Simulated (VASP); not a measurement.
Write the native input for VASP 6.6.1 that does the following.

```
Task                   : single point
Functional             : PBE
Potentials or basis    : VASP PAW PBE potentials, release 64 (Rb_sv, Br)
Cutoff                 : 500 eV
k mesh                 : 4 × 4 × 4
Occupations            : gaussian, width 0.01 eV
Spin                   : no spin polarisation
Dipole correction      : no
Further INCAR settings : ALGO = Normal; EDIFF = 1e-06; NBANDS = 15
```

The structure of RbBr lies in POSCAR:

```
RbBr
1.0
    3.9819225498      0.0000000000      0.0000000000
    0.0000000000      3.9819225498      0.0000000000
    0.0000000000      0.0000000000      3.9819225498
Rb Br
1 1
Direct
    0.0000000000      0.0000000000      0.0000000000
    0.5000000000      0.5000000000      0.5000000000
```

The input as run:

INCAR

```
SYSTEM = RbBr
PREC = Accurate
ENCUT = 500
EDIFF = 1E-6
ISMEAR = 0
SIGMA = 0.01
LREAL = .False.
LASPH = .True.
NELM = 120
ALGO = Normal
ISIF = 2
LWAVE = .False.
LCHARG = .False.
GGA = PE
NBANDS = 15
GGA_COMPAT = .False.
```

KPOINTS

```
regular mesh
0
Gamma
  4 4 4
  0 0 0
```

Potentials or basis: VASP PAW PBE potentials, release 64 (Rb_sv, Br).

Launch:

```sh
$ cat potpaw_PBE.64/Rb_sv/POTCAR potpaw_PBE.64/Br/POTCAR > POTCAR
$ mpirun -np 1 vasp_std > vasp.out
```

It gave:

* Pressure: 3.3 GPa
* Band gap on the k mesh: 4.48 eV (least direct gap 4.63 eV)

Caveat: the cell stands under pressure.

Wall time 11 s on 1 thread of Intel(R) Xeon(R) Platinum 8375C CPU @ 2.90GHz (Ice Lake), with other jobs on the host, peak memory 0.16 GiB.
